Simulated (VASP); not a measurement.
Lu:

```xyz
2
Lattice="3.5031 0.0000 0.0000 -1.7515 3.0338 0.0000 0.0000 0.0000 5.5509" Properties=species:S:1:pos:R:3 pbc="T T T"
Lu    0.0000    2.0225    1.3877
Lu    1.7516    1.0113    4.1632
```

- Program: VASP 6.6.1
- Task: relaxation of volume and atoms at fixed shape
- Functional: PBEsol
- Potentials or basis: VASP PAW PBE potentials, release 64 (Lu)
- Cutoff: 600 eV
- k mesh: 7 × 7 × 4
- Occupations: methfessel-paxton, width 0.05 eV
- Spin: no spin polarisation

At the start: pressure -3.2 GPa; volume 29.50 Å³/atom.

Task: How do energy, volume and symmetry change on relaxing?

Result: Over 3 steps the energy falls by 19.5 meV/atom and the volume is 27.60 Å³/atom (-6.4 %); space group P6_3/mmc (No. 194, to 0.1 Å) before and after.

The path:
| step | energy change (eV) | largest force (eV/Å) | pressure (GPa) | volume (Å³) |
| --- | --- | --- | --- | --- |
| 1 | 0.0000 | 0.0000 | -3.16 | 58.99 |
| 2 | -0.0357 | 0.0000 | 1.05 | 54.17 |
| 3 | -0.0391 | 0.0000 | 0.00 | 55.21 |

Final structure:
```
Lu
1.0
     3.42651    0.00000    0.00000
    -1.71326    2.96745    0.00000
     0.00000    0.00000    5.42954
Lu
2
Direct
  0.33333 0.66667 0.25000
  0.66667 0.33333 0.75000
```

Caveat: the PAW data sets were made with another functional, which shifts forces and pressure a little.
